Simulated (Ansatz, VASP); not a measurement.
**RbBr in VASP and in Ansatz**

Contents of INCAR:

```
SYSTEM = RbBr
ALGO = Normal ; EDIFF = 1E-6
ENCUT = 520 ; GGA = PS
ISIF = 2 ; ISMEAR = 0
LASPH = .TRUE. ; LCHARG = .FALSE.
LREAL = .FALSE. ; LWAVE = .FALSE.
NBANDS = 15 ; NELM = 60
PREC = Accurate ; SIGMA = 0.05
```

Contents of KPOINTS:

```
k-points
0
G
  6 6 6
  0 0 0
```

The input POSCAR:

```
RbBr
1.0
    4.2292292325      0.0000000000      0.0000000000
    0.0000000000      4.2292292325      0.0000000000
    0.0000000000      0.0000000000      4.0229253675
Rb Br
1 1
Direct
    0.0000000000      0.0000000000      0.0000000000
    0.5000000000      0.5000000000      0.5000000000
```

Input for Ansatz:

```yaml
crystal:
  lattice:
    - [4.2292292325, 0.0, 0.0]
    - [0.0, 4.2292292325, 0.0]
    - [0.0, 0.0, 4.0229253675]
  atoms:
    - { symbol: Rb, position: [0.0, 0.0, 0.0] }
    - { symbol: Br, position: [0.5, 0.5, 0.5] }
basis:
  ecutwfc: 420
kpoints:
  mp_grid: { grid: [6, 6, 6] }
hamiltonian:
  xc: pbesol
scf:
  occupations: { method: gaussian, width: 0.05 }
output:
  forces: true
  stress: true
  eigenvalues: true
```

Change from the starting cell: strain +0.025 along x and y, -0.025 along z, atoms carried along.

Alike in both runs: task single point; functional PBEsol; k mesh 6 × 6 × 6; occupations gaussian, width 0.05 eV; no spin polarisation.

```csv
,VASP,Ansatz
version,VASP 6.6.1,Ansatz 0.2.0
potentials or method,"VASP PAW PBE potentials, release 64 (Rb_sv, Br), cutoff 520 eV","scalar-relativistic, plane waves, PAW"
valence electrons in the cell,16,16
```

Ansatz gave:

- gap on the k mesh at the Fermi level (eV): 3.66
- least direct gap on the mesh (eV): 3.79
- pressure (GPa): -0.9
- traceless stress, the component that is largest in VASP (GPa): 0.96

**Question.** Estimate VASP's values.

**Answer.** gap on the k mesh at the Fermi level (eV): 3.65; least direct gap on the mesh (eV): 3.79; pressure (GPa): -0.9; traceless stress, the component that is largest in VASP (GPa): 0.96.

VASP's potentials were made for PBE, not for PBEsol.
